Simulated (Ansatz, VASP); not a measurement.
**BaTiO3 in VASP and in Ansatz**

The input INCAR:

```
SYSTEM = BaTiO3
PREC = Accurate ; ENCUT = 520
EDIFF = 1E-6 ; ISMEAR = 0
SIGMA = 0.01 ; LREAL = .FALSE.
LASPH = .TRUE. ; NELM = 150
ALGO = Normal ; ISIF = 2
LWAVE = .FALSE. ; LCHARG = .FALSE.
LMAXMIX = 4 ; LDAU = .TRUE.
LDAUTYPE = 2 ; LDAUL = -1 2 -1
LDAUU = 0 5 0 ; LDAUJ = 0 0 0
LDAUPRINT = 1 ; GGA = PE
NBANDS = 28
```

File KPOINTS:

```
Automatic mesh
0
G
  6 6 6
  0 0 0
```

POSCAR

```
BaTiO3
1.0
    4.0060000000      0.0000000000      0.0000000000
    0.0000000000      4.0060000000      0.0000000000
    0.0000000000      0.0000000000      4.0060000000
Ba Ti O
1 1 3
Direct
    0.5000000000      0.5000000000      0.5000000000
    0.0000000000      0.0000000000      0.0000000000
    0.5000000000      0.0000000000      0.0000000000
    0.0000000000      0.5000000000      0.0000000000
    0.0000000000      0.0000000000      0.5000000000
```

Input for Ansatz:

```yaml
crystal:
  lattice:
    - [4.006, 0.0, 0.0]
    - [0.0, 4.006, 0.0]
    - [0.0, 0.0, 4.006]
  atoms:
    - { symbol: Ba, position: [0.5, 0.5, 0.5] }
    - { symbol: Ti, position: [0.0, 0.0, 0.0] }
    - { symbol: O, position: [0.5, 0.0, 0.0] }
    - { symbol: O, position: [0.0, 0.5, 0.0] }
    - { symbol: O, position: [0.0, 0.0, 0.5] }
kpoints:
  mp_grid:
    grid: [6, 6, 6]
hamiltonian:
  xc: pbe
  hubbard:
    - { species: Ti, l: d, u_eff: 5.0 }
scf:
  occupations:
    method: fixed
output:
  eigenvalues: true
```

Alike in both runs: task single point; functional PBE; k mesh 6 × 6 × 6; no spin polarisation; Hubbard terms Ti d U = 5.0 eV.

```csv
,VASP,Ansatz
version,VASP 6.6.1,Ansatz 0.2.0
potentials or method,"VASP PAW PBE potentials, release 64 (Ba_sv, Ti_sv, O)","plane waves, PAW"
plane-wave cutoff (eV),520,420
occupations,"gaussian, width 0.01 eV",fixed
valence electrons in the cell,40,40
```

Ansatz gave:

| Item | Value |
| --- | --- |
| gap on the k mesh at the Fermi level (eV) | 2.39 |

Task: Estimate VASP's values.

Result: gap on the k mesh at the Fermi level (eV): 2.34.

The programs project onto different local orbitals, so the same U acts differently, and such runs can settle in different states.

Neither program's run includes spin-orbit coupling.
